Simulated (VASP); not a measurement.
A run of VASP 6.6.1 is set up as follows.

Contents of INCAR:

```
SYSTEM = RbCl
PREC     = Accurate       ! precision mode
ENCUT    = 500            ! plane-wave cutoff, eV
EDIFF    = 1E-6           ! SCF threshold, eV
ISMEAR   = -1             ! smearing method
SIGMA    = 0.02           ! smearing width, eV
LREAL    = .False.        ! projectors in reciprocal space
LASPH    = .True.         ! aspherical terms in the spheres
NELM     = 120            ! most SCF steps
ALGO     = Normal         ! electronic algorithm
ISIF     = 2              ! what is computed and relaxed
LWAVE    = .False.        ! write WAVECAR
LCHARG   = .False.        ! write CHGCAR
GGA      = PE             ! functional
NBANDS   = 15             ! bands
GGA_COMPAT= .False.
```

File KPOINTS:

```
Automatic mesh
0
Gamma
  7 7 7
  0 0 0
```

POSCAR

```
RbCl
1.0
    0.0000000000      3.2184977523      3.2184977523
    3.2184977523      0.0000000000      3.2184977523
    3.2184977523      3.2184977523      0.0000000000
Rb Cl
1 1
Direct
    0.0000000000      0.0000000000      0.0000000000
    0.5000000000      0.5000000000      0.5000000000
```

Potentials or basis: VASP PAW PBE potentials, release 64 (Rb_sv, Cl).

The run is started by

```sh
$ cat potpaw_PBE.64/Rb_sv/POTCAR potpaw_PBE.64/Cl/POTCAR > POTCAR
$ mpirun -np 1 vasp_std > vasp.out
```

Predict the pressure.

2.3 GPa.

What does it give for the band gap on the k mesh?

5.22 eV, direct.

 A k mesh can miss the band edges.
